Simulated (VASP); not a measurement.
**BaTiO3: relaxation of cell and atoms with PBE**

Crystal: BaTiO3.

```xyz
5
Lattice="3.9998 0.0000 0.0000 0.0000 3.9998 0.0000 0.0000 0.0000 4.0180" Properties=species:S:1:pos:R:3 pbc="T T T"
Ba    0.0000    0.0000    0.0000
Ti    1.9999    1.9999    1.9688
O     1.9999    1.9999    0.0763
O     1.9999    0.0000    2.0773
O     0.0000    1.9999    2.0773
```

```yaml
Program: VASP 6.6.1
Task: relaxation of cell and atoms
Functional: PBE
Potentials_or_basis: VASP PAW PBE potentials, release 64 (Ba_sv, Ti_sv, O)
Cutoff: 600 eV
k_mesh: 4 × 4 × 4
Occupations: gaussian, width 0.01 eV
Spin: no spin polarisation
Target_pressure: 40 GPa
Dipole_correction: no
Further_INCAR_settings: ALGO = Normal; EDIFF = 1e-06; IBRION = 2; EDIFFG = -0.005; NSW = 80; ISIF = 3
```

- Relaxed volume: 11.07 Å³/atom
- Relaxed cell: a = 3.811 Å, b = 3.811 Å, c = 3.811 Å, α = 90.00°, β = 90.00°, γ = 90.00°
- Space group after relaxing (to 0.05 Å): Pm-3m (No. 221)
- Energy change on relaxing (the enthalpy is what falls): +219.1 meV/atom
- Ionic steps: 26
- Pressure after relaxing: 40.0 GPa
- Largest force after relaxing: 0.005 eV/Å
- Band gap on the k mesh: 1.97 eV, direct

Forces in eV/Å, atoms in the order of the input:
```
Ba   0.000  0.000 -0.003
Ti   0.000  0.000  0.005
O    0.000  0.000  0.000
O    0.000  0.000 -0.001
O    0.000  0.000 -0.001
```

Step by step:
```csv
step,energy change (eV),largest force (eV/Å),pressure (GPa),volume (Å³)
1,0.0000,0.3093,4.08,64.28
2,11.0254,5.3804,217.44,41.02
3,0.8769,0.6883,35.09,56.41
4,1.0170,0.7926,38.49,55.80
5,1.0762,0.8350,39.89,55.56
6,1.1148,0.2082,40.36,55.32
7,1.1118,0.2091,40.34,55.33
8,1.0757,0.1171,39.53,55.46
9,1.0571,0.1060,39.08,55.53
10,1.1599,0.1212,41.49,55.11
11,1.1185,0.1143,40.53,55.28
12,1.1019,0.0847,40.18,55.33
13,1.0909,0.0716,39.91,55.38
14,1.0956,0.0264,40.01,55.36
15,1.0988,0.0230,40.08,55.34
16,1.0875,0.0123,39.88,55.39
17,1.0920,0.0166,39.91,55.37
18,1.0970,0.0054,40.01,55.35
19,1.0965,0.0049,40.03,55.35
20,1.0960,0.0043,40.03,55.35
21,1.0936,0.0056,39.97,55.36
22,1.0939,0.0053,39.96,55.36
23,1.0944,0.0051,39.98,55.36
24,1.0966,0.0039,40.17,55.35
25,1.0951,0.0052,39.99,55.36
26,1.0954,0.0045,39.99,55.36
```

Final structure:
```cif
data_structure
_symmetry_space_group_name_H-M 'P 1'
_symmetry_Int_Tables_number 1
_cell_length_a 3.8111
_cell_length_b 3.8111
_cell_length_c 3.8112
_cell_angle_alpha 90.000
_cell_angle_beta 90.000
_cell_angle_gamma 90.000
_cell_volume 55.36
loop_
_atom_site_label
_atom_site_type_symbol
_atom_site_fract_x
_atom_site_fract_y
_atom_site_fract_z
_atom_site_occupancy
Ba1 Ba 0.00000 0.00000 0.00859 1
Ti1 Ti 0.50000 0.50000 0.50824 1
O1 O 0.50000 0.50000 0.00865 1
O2 O 0.50000 0.00000 0.50876 1
O3 O 0.00000 0.50000 0.50876 1
```

Levels at points of the mesh, in eV from the valence-band top:
```csv
k point,band 16,band 17,band 18,band 19,band 20,band 21,band 22,band 23,band 24
"(0.00, 0.00, 0.00)",-1.38,-1.38,0.00,0.00,0.00,1.97,1.97,1.97,4.84
"(0.50, 0.00, 0.00)",-2.14,-2.02,-2.02,-0.70,-0.70,2.20,4.22,4.22,4.96
"(0.50, 0.50, 0.00)",-3.30,-1.63,-0.77,-0.77,-0.15,4.24,4.24,4.70,6.04
"(0.00, 0.00, 0.50)",-2.14,-2.02,-2.02,-0.70,-0.70,2.20,4.22,4.22,4.96
"(0.50, 0.00, 0.50)",-3.30,-1.63,-0.77,-0.77,-0.15,4.24,4.24,4.70,6.04
"(0.50, 0.50, 0.50)",-2.28,-2.28,-0.03,-0.03,-0.03,5.10,5.10,5.10,7.40
```

It took 3.6 min on 1 thread of AMD EPYC 9R45 96-Core Processor (Zen 5), with other jobs on the host, peak memory 0.19 GiB.

Caveat: the cell is relaxed towards a set pressure, so the enthalpy falls and the energy may rise; spin-orbit coupling is left out, which moves the levels of the heavy elements. A k mesh can miss the band edges.
